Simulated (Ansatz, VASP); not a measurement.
NbTe in VASP and in Ansatz

```
Te Nb
1.0
     3.70297    0.00000    0.00000
    -1.85149    3.20687    0.00000
     0.00000    0.00000    3.69421
Te Nb
1 1
Cartesian
  1.8515 1.0690 0.0000
  0.0000 0.0000 1.8471
```

Alike in both runs: task single point; functional LDA; k mesh 8 × 8 × 7; occupations fermi-dirac, width 0.05 eV; no spin polarisation.

|  | VASP | Ansatz |
| --- | --- | --- |
| version | VASP 6.6.1 | Ansatz 0.2.0 |
| potentials or method | VASP PAW LDA potentials, release 64 (Te, Nb_sv) | Ansatz PAW |
| plane-wave cutoff (eV) | 520 | 420 |
| valence electrons in the cell | 19 | 29 |

VASP gave:

```
gap on the k mesh at the Fermi level (eV)                     : none
pressure (GPa)                                                : -7.5
traceless stress, the component that is largest in VASP (GPa) : -0.50
```

Q: Which values does Ansatz return?

A: gap on the k mesh at the Fermi level (eV): none; pressure (GPa): -7.5; traceless stress, the component that is largest in VASP (GPa): -0.48.

LDA's correlation is that of Perdew and Zunger in VASP and of Perdew and Wang (1992) in Ansatz. A gap of «none» marks a metal or a gap that the smearing closes. VASP's potentials hold 19 valence electrons a cell and Ansatz's 29, so a difference there can come from the potentials and not from the codes.

Neither program's run includes spin-orbit coupling.
